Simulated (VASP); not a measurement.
# ZnSe (Stilleite) (I-4m2) in VASP: single point with r2SCAN

Aim: the single point of ZnSe (Stilleite) with r2SCAN.

All numbers are computed with VASP 6.6.1; they aren't measurements. Logs are shortened: lines on timing, memory, paths and dates and some standing lists are left out, and cuts for length are marked.

## Step 1: The cell of the first run

The structure is tetragonal, space group I-4m2 (No. 119). Conventional cell: a = 4.173 Å, b = 4.173 Å, c = 5.665 Å, α = 90.00°, β = 90.00°, γ = 90.00°. Zn (site symmetry -4m2) has 4 Se at 2.52 Å within 3.3 Å. Within 3.3 Å of Se (site symmetry -4m2) lie 4 Zn at 2.52 Å.

## Step 2: Single point, r2SCAN (biaxial xy strain +4.2%)

POSCAR

```
ZnSe
1.0
    0.0000000000      2.9511032709      2.8324246769
    2.9511032709      0.0000000000      2.8324246769
    2.9511032709      2.9511032709      0.0000000000
Zn Se
1 1
Direct
    0.0000000000      0.0000000000      0.0000000000
    0.2500000000      0.2500000000      0.2500000000
```

INCAR.step1

```
SYSTEM = ZnSe
PREC = Accurate
ENCUT = 520
ISMEAR = 0
SIGMA = 0.01
LREAL = .FALSE.
LASPH = .TRUE.
NELM = 80
NBANDS = 16
GGA = PE
ALGO = Normal
EDIFF = 1E-4
LWAVE = .TRUE.
LCHARG = .FALSE.
```

INCAR.step2

```
SYSTEM = ZnSe
PREC = Accurate
ENCUT = 520
EDIFF = 1E-6
ISMEAR = 0
SIGMA = 0.01
LREAL = .FALSE.
LASPH = .TRUE.
NELM = 80
ALGO = Normal
ISIF = 2
LWAVE = .FALSE.
LCHARG = .TRUE.
METAGGA = R2SCAN
LMIXTAU = .TRUE.
LELF = .TRUE.
LVHAR = .TRUE.
NBANDS = 16
ISTART = 1
```

KPOINTS

```
Automatic mesh
0
G
  8 8 8
  0 0 0
```

Potentials or basis: VASP PAW PBE potentials, release 64 (Zn, Se).

The run is started by

```
> cat potpaw_PBE.64/Zn/POTCAR potpaw_PBE.64/Se/POTCAR > POTCAR
> cp INCAR.step1 INCAR
> mpirun -np 1 vasp_std > vasp.out
> cp INCAR.step2 INCAR
> mpirun -np 1 vasp_std > vasp.out
```

OUTCAR:

```text
SYSTEM = ZnSe
   PREC = Accurate
   ENCUT = 520
   EDIFF = 1E-6
   ISMEAR = 0
   LREAL = .FALSE.
   LASPH = .TRUE.
   NELM = 80
   ISIF = 2
   METAGGA = R2SCAN
   ISTART = 1

 ion  position               nearest neighbor table
   1  0.000  0.000  0.000-   2 2.52   2 2.52   2 2.52   2 2.52
   2  0.250  0.250  0.250-   1 2.52   1 2.52   1 2.52   1 2.52

  LATTYP: Found a body centered tetragonal cell.
 ALAT       =     4.1734902697
 C/A-ratio  =     1.3573409755

  Lattice vectors:

 A1 = (   0.0000000000,  -2.9511032709,  -2.8324246769)
 A2 = (   0.0000000000,   2.9511032709,  -2.8324246769)
 A3 = (   2.9511032709,   0.0000000000,   2.8324246769)

Analysis of symmetry for initial positions (statically):
=====================================================================
 Subroutine PRICEL returns:
 Original cell was already a primitive cell.

 Routine SETGRP: Setting up the symmetry group for a
 body centered tetragonal supercell.

 Subroutine GETGRP returns: Found  8 space group operations
 (whereof  8 operations were pure point group operations)
 out of a pool of 16 trial point group operations.

The static configuration has the point symmetry D_2d.

Analysis of symmetry for dynamics (positions and initial velocities):
=====================================================================
 Subroutine PRICEL returns:
 Original cell was already a primitive cell.

 Routine SETGRP: Setting up the symmetry group for a
 body centered tetragonal supercell.

 Subroutine GETGRP returns: Found  8 space group operations
 (whereof  8 operations were pure point group operations)
 out of a pool of 16 trial point group operations.

The dynamic configuration has the point symmetry D_2d.

 Subroutine INISYM returns: Found  8 space group operations
 (whereof  8 operations are pure point group operations),
 and found     1 'primitive' translations

----------------------------------------------------------------------------------------

                                     Primitive cell

  volume of cell :      49.3352

  direct lattice vectors                    reciprocal lattice vectors
     0.000000000  2.951103271  2.832424677    -0.169428161  0.169428161  0.176527201
     2.951103271  0.000000000  2.832424677     0.169428161 -0.169428161  0.176527201
     2.951103271  2.951103271  0.000000000     0.169428161  0.169428161 -0.176527201

  length of vectors
     4.090432748  4.090432748  4.173490270     0.297613266  0.297613266  0.297613266
[... 75 lines left out ...]
   ISPIN  =      1    spin polarized calculation?
   LNONCOLLINEAR =      F non collinear calculations
   LSORBIT =      F    spin-orbit coupling
   LASPH  =      T    aspherical Exc in radial PAW
   ENCUT  =  520.0 eV  38.22 Ry    6.18 a.u.   7.61  7.61  7.76*2*pi/ulx,y,z
   NELM   =     80;   NELMIN=  2; NELMDL=  0     # of ELM steps
   EDIFF  = 0.1E-05   stopping-criterion for ELM
   LREAL  =      F    real-space projection
   EDIFFG = 0.1E-04   stopping-criterion for IOM
   NSW    =      0    number of steps for IOM
   IBRION =     -1    ionic relax: 0-MD 1-quasi-New 2-CG
   NFREE  =      0    steps in history (QN), initial steepest desc. (CG)
   ISIF   =      2    stress and relaxation
   ISYM   =      2    0-nonsym 1-usesym 2-fastsym
   POTIM  = 0.5000    time-step for ionic-motion
   TEBEG  =    0.0;   TEEND  =   0.0 temperature during run
   PSTRESS=    0.0 pullay stress
   NELECT =      18.0000    total number of electrons
   NUPDOWN=      -1.0000    fix difference up-down
   EMIN   =  10.00;   EMAX   =-10.00  energy-range for DOS
   EFERMI =   0.00;   METHOD = LEGACY
   ISMEAR =     0;   SIGMA  =   0.01  broadening in eV -4-tet -1-fermi 0-gaus
   EFERMI_NEDOS =   21; number of points for ismear=-14 and -15
   IALGO  =     38    algorithm
   IMIX   =      4    mixing-type and parameters
     AMIX     =   0.40;   BMIX     =  1.00
     AMIX_MAG =   1.60;   BMIX_MAG =  1.00
  volume/ion in A,a.u.               =      24.67       166.47
  Fermi-wavevector in a.u.,A,eV,Ry     =   1.169804  2.210610 18.618790  1.368442
  Thomas-Fermi vector in A             =   2.306272
   LORBIT       =      0    0 simple, 1 ext, 2 COOP (PROOUT), +10 PAW based schemes
   METAGGA = R2SCAN    functional components
   LHFCALC =     F    Hartree Fock is set to
   AEXX    =    0.0000 exact exchange contribution
   IVDW    =     0    specifies the selected vdW correction
   LEPSILON=     F    determine dielectric tensor
   LRPA    =     F    only Hartree local field effects (RPA)
 non-spin polarized calculation
 Gauss-broadening in eV      SIGMA  =   0.01
  energy-cutoff  :      520.00
  volume of cell :       49.34
 maximum number of plane-waves:      1347
   NGX = 15   NGY = 15   NGZ = 15

 number of electron      18.0000009 magnetization

 Free energy of the ion-electron system (eV)
  ---------------------------------------------------
  ext. energy  EPLUGINS =         0.00000000
  ---------------------------------------------------
  free energy    TOTEN  =       -24.84582690 eV

  energy without entropy =      -24.84582690  energy(sigma->0) =      -24.84582690

 E-fermi :   0.8448     XC(G=0):  -9.5337

 val. band max:        0.7253478799   @ k =   0.0000   0.0000   0.0000
 cond. band min:       2.1563258964   @ k =   0.0000   0.0000   0.0000
 fundamental gap:      1.4309780165
 Fermi energy:         0.8448301056

 k-point     1 :       0.0000    0.0000    0.0000
  band No.  band energies     occupation
      1     -12.5712      2.00000
      2      -5.8078      2.00000
      3      -5.8076      2.00000
      4      -5.7919      2.00000
      5      -5.4738      2.00000
      6      -5.4720      2.00000
[... 433 lines left out ...]
      3      -5.7097      2.00000
      4      -5.6119      2.00000
      5      -5.4744      2.00000
      6      -5.4553      2.00000
[... 8 lines left out ...]
     15      12.7015      0.00000
     16      13.3904      0.00000

 [... further k-points ...]
[... 5 lines left out ...]
  --------------------------------------------------------------------------------------
  -------------------------------------------------------------------------------------
  Total       -1.5185459     -1.5185459     -1.0642867      0.0000000      0.0000000     -0.0000000
  in kB      -49.3152585    -49.3152585    -34.5630480      0.0000000      0.0000000     -0.0000000
  external PRESSURE =     -44.3978550 kB  Pullay stress =       0.0000000 kB

 VOLUME and BASIS-vectors are now :
 -----------------------------------------------------------------------------
  energy-cutoff  :      520.00
  volume of cell :       49.34
      direct lattice vectors                 reciprocal lattice vectors
     0.000000000  2.951103271  2.832424677    -0.169428161  0.169428161  0.176527201
     2.951103271  0.000000000  2.832424677     0.169428161 -0.169428161  0.176527201
     2.951103271  2.951103271  0.000000000     0.169428161  0.169428161 -0.176527201

 POSITION                                       TOTAL-FORCE (eV/Angst)
 -----------------------------------------------------------------------------------
      0.00000      0.00000      0.00000        -0.000000     -0.000000     -0.000000
      1.47555      1.47555      1.41621         0.000000      0.000000      0.000000
 -----------------------------------------------------------------------------------
    total drift:                                0.000479      0.000479      0.000915

  FREE ENERGIE OF THE ION-ELECTRON SYSTEM (eV)
  ---------------------------------------------------
  free  energy   TOTEN  =       -24.8458269040 eV

  energy  without entropy=      -24.8458269040  energy(sigma->0) =      -24.84582690
```

OUTCAR.step1:

```text
SYSTEM = ZnSe
   PREC = Accurate
   ENCUT = 520
   ISMEAR = 0
   LREAL = .FALSE.
   LASPH = .TRUE.
[... 678 lines left out ...]
      0.00000      0.00000      0.00000         0.000000      0.000000      0.000000
      1.47555      1.47555      1.41621        -0.000000     -0.000000      0.000000
 -----------------------------------------------------------------------------------
    total drift:                                0.000000      0.000000     -0.000004

  FREE ENERGIE OF THE ION-ELECTRON SYSTEM (eV)
  ---------------------------------------------------
  free  energy   TOTEN  =        -6.0120763771 eV

  energy  without entropy=       -6.0120763771  energy(sigma->0) =       -6.01207638
```

OSZICAR.step1:

```text
N       E                     dE             d eps       ncg     rms          rms(c)
DAV:   1     0.884142795370E+02    0.88414E+02   -0.88203E+03  1888   0.127E+03
DAV:   2    -0.589646991850E+00   -0.89004E+02   -0.83155E+02  2152   0.252E+02
DAV:   3    -0.626025602370E+01   -0.56706E+01   -0.56493E+01  2256   0.617E+01
DAV:   4    -0.630722959198E+01   -0.46974E-01   -0.46968E-01  2424   0.610E+00
DAV:   5    -0.630745598087E+01   -0.22639E-03   -0.22639E-03  2344   0.374E-01    0.413E+00
DAV:   6    -0.602930620344E+01    0.27815E+00   -0.53958E-01  2776   0.222E+01    0.319E+00
DAV:   7    -0.601181339615E+01    0.17493E-01   -0.14347E-01  2136   0.330E+00    0.137E+00
DAV:   8    -0.601169414987E+01    0.11925E-03   -0.41348E-03  2304   0.569E-01    0.413E-01
DAV:   9    -0.601198176863E+01   -0.28762E-03   -0.10122E-03  2280   0.236E-01    0.691E-02
DAV:  10    -0.601207637713E+01   -0.94609E-04   -0.12275E-04  2352   0.875E-02
   1 F= -.60120764E+01 E0= -.60120764E+01  d E =-.658499E-26
```

It took 1.7 min on 1 thread of AMD EPYC 9R45 (Zen 5), shared host; peak memory 0.17 GiB.

Results:

| Item | Value |
| --- | --- |
| Free energy | -24.8458 eV |
| Pressure | -4.4 GPa |
| Band gap on the k mesh | 1.43 eV, direct |

Stress tensor (GPa, compression positive):
```
-4.93  0.00  0.00
 0.00 -4.93  0.00
 0.00  0.00 -3.46
```

Caveat: the cell differs from its parent crystal (biaxial xy strain +4.2%); the PAW data sets were made with another functional, which shifts forces and pressure a little.
